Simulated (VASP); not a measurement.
# SrO in VASP: a series of runs, part 2 of 2

VASP 6.6.1.

## (3) Relaxation of cell and atoms, LDA

This run uses another cell than the first one, of 16.90 Å³/atom.

The input, INCAR:

```
ALGO = Normal ; EDIFF = 1E-7
EDIFFG = -0.002 ; ENCUT = 600
GGA_COMPAT = False ; IBRION = 2
ISIF = 3 ; ISMEAR = -1
LASPH = True ; LCHARG = False
LREAL = False ; LWAVE = False
NELM = 120 ; NELMIN = 4
NSW = 100 ; PREC = Accurate
SIGMA = 0.05
```

The input, KPOINTS:

```
k-points
0
Gamma
  14 14 14
```

The input, POSCAR:

```
SrO
1.0
    0.0000000000      2.5663000000      2.5663000000
    2.5663000000      0.0000000000      2.5663000000
    2.5663000000      2.5663000000      0.0000000000
Sr O
1 1
Direct
    0.5000000000      0.5000000000      0.5000000000
    0.0000000000      0.0000000000      0.0000000000
```

Potentials or basis: VASP PAW LDA potentials, release 64 (Sr_sv, O).

On the command line:

```sh
$ cat potpaw_LDA.64/Sr_sv/POTCAR potpaw_LDA.64/O/POTCAR > POTCAR
$ mpirun -np 1 vasp_std > vasp.out
```

OUTCAR:

```text
EDIFF = 1E-7
   EDIFFG = -0.002
   ENCUT = 600
   IBRION = 2
   ISIF = 3
   ISMEAR = -1
   LASPH = True
   LREAL = False
   NELM = 120
   NELMIN = 4
   NSW = 100
   PREC = Accurate

 ion  position               nearest neighbor table
   1  0.500  0.500  0.500-   2 2.57   2 2.57   2 2.57   2 2.57   2 2.57   2 2.57
   2  0.000  0.000  0.000-   1 2.57   1 2.57   1 2.57   1 2.57   1 2.57   1 2.57

  LATTYP: Found a face centered cubic cell.
 ALAT       =     5.1326000000

  Lattice vectors:

 A1 = (   0.0000000000,   2.5663000000,   2.5663000000)
 A2 = (   2.5663000000,   0.0000000000,   2.5663000000)
 A3 = (   2.5663000000,   2.5663000000,   0.0000000000)

Analysis of symmetry for initial positions (statically):
=====================================================================
 Subroutine PRICEL returns:
 Original cell was already a primitive cell.

 Routine SETGRP: Setting up the symmetry group for a
 face centered cubic supercell.

 Subroutine GETGRP returns: Found 48 space group operations
 (whereof 48 operations were pure point group operations)
 out of a pool of 48 trial point group operations.

The static configuration has the point symmetry O_h .

Analysis of symmetry for dynamics (positions and initial velocities):
=====================================================================
 Subroutine PRICEL returns:
 Original cell was already a primitive cell.
[... 230 lines left out ...]

 Free energy of the ion-electron system (eV)
  ---------------------------------------------------
  ext. energy  EPLUGINS =         0.00000000
  ---------------------------------------------------
  free energy    TOTEN  =       -13.39105781 eV

  energy without entropy =      -13.39105781  energy(sigma->0) =      -13.39105781

 E-fermi :   2.6089     XC(G=0): -10.7116

 val. band max:        1.5358661783   @ k =   0.0000   0.0000   0.0000
 cond. band min:       4.6037554383   @ k =   0.5000   0.5000   0.0000
 fundamental gap:      3.0678892600
 Fermi energy:         2.6089361576

 k-point     1 :       0.0000    0.0000    0.0000
  band No.  band energies     occupation
      1     -30.4203      2.00000
      2     -13.2734      2.00000
      3     -12.1013      2.00000
      4     -12.1013      2.00000
      5     -12.1013      2.00000
      6       1.5359      2.00000
      7       1.5359      2.00000
      8       1.5359      2.00000
      9       5.6196      0.00000
     10       7.7216      0.00000
     11       7.7216      0.00000
     12       7.7216      0.00000
[... 331 lines left out ...]
 k-point    24 :       0.2857    0.1429    0.0000
  band No.  band energies     occupation
      1     -30.3197      2.00000
      2     -14.2549      2.00000
      3     -12.2543      2.00000
      4     -12.2328      2.00000
      5     -11.3327      2.00000
      6       0.0619      2.00000
      7       1.0367      2.00000
      8       1.1693      2.00000
      9       6.5632      0.00000
     10       7.8042      0.00000
     11       9.5494      0.00000
     12       9.7034      0.00000

 [... further k-points ...]

------------------------ aborting loop because EDIFF is reached ----------------------------------------

  FORCE on cell =-STRESS in cart. coord.  units (eV):
  Direction    XX          YY          ZZ          XY          YZ          ZX
  --------------------------------------------------------------------------------------
  -------------------------------------------------------------------------------------
  Total        0.0002181      0.0002181      0.0002181     -0.0000000     -0.0000000      0.0000000
  in kB        0.0106883      0.0106883      0.0106883     -0.0000000     -0.0000000      0.0000000
  external PRESSURE =       0.0106883 kB  Pullay stress =       0.0000000 kB
[... 17 lines left out ...]
  FREE ENERGIE OF THE ION-ELECTRON SYSTEM (eV)
  ---------------------------------------------------
  free  energy   TOTEN  =       -13.3910578124 eV

  energy  without entropy=      -13.3910578124  energy(sigma->0) =      -13.39105781

 reached required accuracy - stopping structural energy minimisation
```

OSZICAR:

```text
N       E                     dE             d eps       ncg     rms          rms(c)
DAV:   1     0.732369621240E+02    0.73237E+02   -0.88105E+03  2496   0.141E+03
[... 27 lines left out ...]
DAV:   2    -0.133964477828E+02    0.23306E-01   -0.10365E-01  2728   0.289E+00    0.463E-01
DAV:   3    -0.133914921938E+02    0.49556E-02   -0.11903E-02  3268   0.122E+00    0.556E-01
DAV:   4    -0.133907073762E+02    0.78482E-03   -0.53542E-03  3836   0.575E-01    0.407E-01
DAV:   5    -0.133909746392E+02   -0.26726E-03   -0.31446E-04  3452   0.153E-01    0.138E-01
DAV:   6    -0.133910583877E+02   -0.83748E-04   -0.44798E-04  3992   0.143E-01    0.195E-02
DAV:   7    -0.133910577941E+02    0.59358E-06   -0.36135E-06  2812   0.219E-02    0.807E-03
DAV:   8    -0.133910578124E+02   -0.18273E-07   -0.87096E-07  3788   0.660E-03
   3 F= -.13391058E+02 E0= -.13391058E+02  d E =-.115806E-01
```

CONTCAR:

```text
SrO
   1.00000000000000
     0.0000000000000000    2.5377858071789960    2.5377858071789960
     2.5377858071789960   -0.0000000000000000    2.5377858071789960
     2.5377858071789960    2.5377858071789960    0.0000000000000000
  Sr              O
     1     1
Direct
     0.5000000000000000    0.5000000000000000    0.5000000000000000
     0.0000000000000000    0.0000000000000000    0.0000000000000000

  0.00000000E+00  0.00000000E+00  0.00000000E+00
  0.00000000E+00  0.00000000E+00  0.00000000E+00
```

Wall time 1.9 min (1 thread of Intel Xeon Platinum 8259CL at 2.50GHz (Skylake/Cascade Lake), shared host); peak memory 0.2 GiB.

Results:

| Quantity | Value |
| --- | --- |
| Free energy | -13.3911 eV |
| Relaxed volume | 16.34 Å³/atom |
| Relaxed cell | a = 3.589 Å, b = 3.589 Å, c = 3.589 Å, α = 60.00°, β = 60.00°, γ = 60.00° |
| Space group after relaxing (to 0.1 Å) | Fm-3m (No. 225) |
| Energy gained by relaxing | 5.8 meV/atom |
| Ionic steps | 3 |
| Pressure after relaxing | 0.0 GPa |
| Band gap on the k mesh | 3.07 eV (least direct gap 3.12 eV) |

The path:
```csv
step,energy change (eV),largest force (eV/Å),pressure (GPa),volume (Å³)
1,0.0000,0.0000,-3.22,33.80
2,-0.0088,0.0000,1.74,32.17
3,-0.0116,0.0000,0.00,32.69
```

Final structure:
```
Sr O
1.0
     0.00000    2.53779    2.53779
     2.53779    0.00000    2.53779
     2.53779    2.53779    0.00000
Sr O
1 1
Direct
  0.50000 0.50000 0.50000
  0.00000 0.00000 0.00000
```

A k mesh can miss the band edges. Zero-point motion and thermal expansion aren't in these numbers.

## (4) Relaxation of the atoms, LDA (equal xy, yz and zx engineering shears of -0.5 %)

The input, INCAR:

```
SYSTEM = SrO
ALGO     = Normal         ! electronic algorithm
EDIFF    = 1E-7           ! SCF threshold, eV
EDIFFG   = -0.002         ! ionic threshold
ENCUT    = 520            ! plane-wave cutoff, eV
GGA_COMPAT= .False.      
IBRION   = 2              ! ionic algorithm
ISIF     = 2              ! what is computed and relaxed
ISMEAR   = 0              ! smearing method
LASPH    = .True.         ! aspherical terms in the spheres
LCHARG   = .False.        ! write CHGCAR
LREAL    = .False.        ! projectors in reciprocal space
LWAVE    = .False.        ! write WAVECAR
NELM     = 120            ! most SCF steps
NELMIN   = 4            
NSW      = 50             ! ionic steps
PREC     = Accurate       ! precision mode
SIGMA    = 0.01           ! smearing width, eV
```

The input, KPOINTS:

```
k-points
0
Gamma
  8 8 8
  0 0 0
```

The input, POSCAR:

```
SrO
1.0
   -0.0126609878      2.5258670768      2.5258670768
    2.5258670768     -0.0126609878      2.5258670768
    2.5258670768      2.5258670768     -0.0126609878
Sr O
1 1
Direct
    0.5000000000      0.5000000000      0.5000000000
    0.0000000000      0.0000000000      0.0000000000
```

On the command line:

```sh
$ cat potpaw_LDA.64/Sr_sv/POTCAR potpaw_LDA.64/O/POTCAR > POTCAR
$ mpirun -np 1 vasp_std > vasp.out
```

Wall time 22 s (1 thread of Intel Xeon Platinum 8259CL at 2.50GHz (Skylake/Cascade Lake), shared host); peak memory 0.16 GiB.

Results (log left out):

```
Free energy             : -13.3863 eV
Pressure after relaxing : 0.8 GPa
Band gap on the k mesh  : 3.05 eV (least direct gap 3.10 eV)
```

Stress tensor (GPa, compression positive):
```
0.85 0.27 0.27
0.27 0.85 0.27
0.27 0.27 0.85
```

Final structure:
```cif
data_structure
_symmetry_space_group_name_H-M 'P 1'
_symmetry_Int_Tables_number 1
_cell_length_a 3.5721
_cell_length_b 3.5721
_cell_length_c 3.5721
_cell_angle_alpha 60.331
_cell_angle_beta 60.331
_cell_angle_gamma 60.331
_cell_volume 32.47
loop_
_atom_site_label
_atom_site_type_symbol
_atom_site_fract_x
_atom_site_fract_y
_atom_site_fract_z
_atom_site_occupancy
Sr1 Sr 0.50000 0.50000 0.50000 1
O1 O 0.00000 0.00000 0.00000 1
```

Levels at points of the mesh, in eV from the valence-band top:
| k point | band 6 | band 7 | band 8 | band 9 | band 10 | band 11 |
| --- | --- | --- | --- | --- | --- | --- |
| (0.00, 0.00, 0.00) | -0.02 | -0.02 | 0.00 | 4.12 | 6.15 | 6.15 |
| (0.50, 0.00, 0.00) | -2.35 | -1.27 | -1.24 | 6.62 | 8.62 | 8.99 |
| (0.50, 0.50, 0.00) | -0.35 | -0.07 | -0.05 | 3.05 | 8.10 | 10.48 |
| (0.50, 0.50, 0.50) | -2.35 | -1.29 | -1.29 | 6.65 | 8.64 | 9.09 |

Caveat: the cell differs from its parent crystal (equal xy, yz and zx engineering shears of -0.5 %). A k mesh can miss the band edges.

## (5) Summary

```tsv
task	cell	k mesh	cutoff (eV)	smearing	gap on the mesh (eV)	pressure (GPa)
single point	a = 3.581 Å, angles 60.0°, 2 atoms	14 × 14 × 14	600	fermi-dirac 0.05 eV	3.06	0.7
relaxation of cell and atoms	relaxed from a = 3.629 Å, angles 60.0°, 2 atoms	14 × 14 × 14	600	fermi-dirac 0.05 eV	3.07	0.0
relaxation of the atoms	atoms relaxed from a = 3.572 Å, angles 60.3°, 2 atoms	8 × 8 × 8	520	gaussian 0.01 eV	3.05	0.8
```

Alike in all rows: level LDA; potentials or basis VASP PAW LDA potentials, release 64 (Sr_sv, O); no spin polarisation.

Absolute energies hang on the potentials; compare differences alone.
